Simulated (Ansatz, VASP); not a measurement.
**Ru in VASP and in Ansatz**

```xyz
2
Lattice="2.8240 0.0000 0.0000 -1.4120 2.4457 0.0000 0.0000 0.0000 4.4645" Properties=species:S:1:pos:R:3 pbc="T T T"
Ru    0.0000    1.6304    1.1161
Ru    1.4120    0.8152    3.3484
```

Change from the starting cell: strain +0.050 along x and y, +0.050 along z, atoms carried along.

Alike in both runs: task single point; functional PBEsol; k mesh 24 × 24 × 14; occupations gaussian, width 0.15 eV; no spin polarisation.

|  | VASP | Ansatz |
| --- | --- | --- |
| version | VASP 6.6.1 | Ansatz 0.2.0 |
| potentials or method | VASP PAW PBE potentials, release 64 (Ru_pv), cutoff 520 eV | scalar-relativistic, plane waves, PAW |
| valence electrons in the cell | 28 | 32 |

VASP gave:

* gap on the k mesh at the Fermi level (eV): none
* pressure (GPa): -35.6
* traceless stress, the component that is largest in VASP (GPa): -1.87

**Question.** Which values does Ansatz return?

**Answer.** gap on the k mesh at the Fermi level (eV): none; pressure (GPa): -35.5; traceless stress, the component that is largest in VASP (GPa): -1.88.

VASP's potentials were made for PBE, not for PBEsol. A gap of «none» marks a metal or a gap that the smearing closes. Both programs put the cell under strong tension, so it lies far from rest at this level. The functional is the same, so the differences come from potentials, cutoffs and numerics. VASP's potentials hold 28 valence electrons a cell and Ansatz's 32, so a difference there can come from the potentials and not from the codes.

Noted on VASP's run: the cell as given lies far from equilibrium.
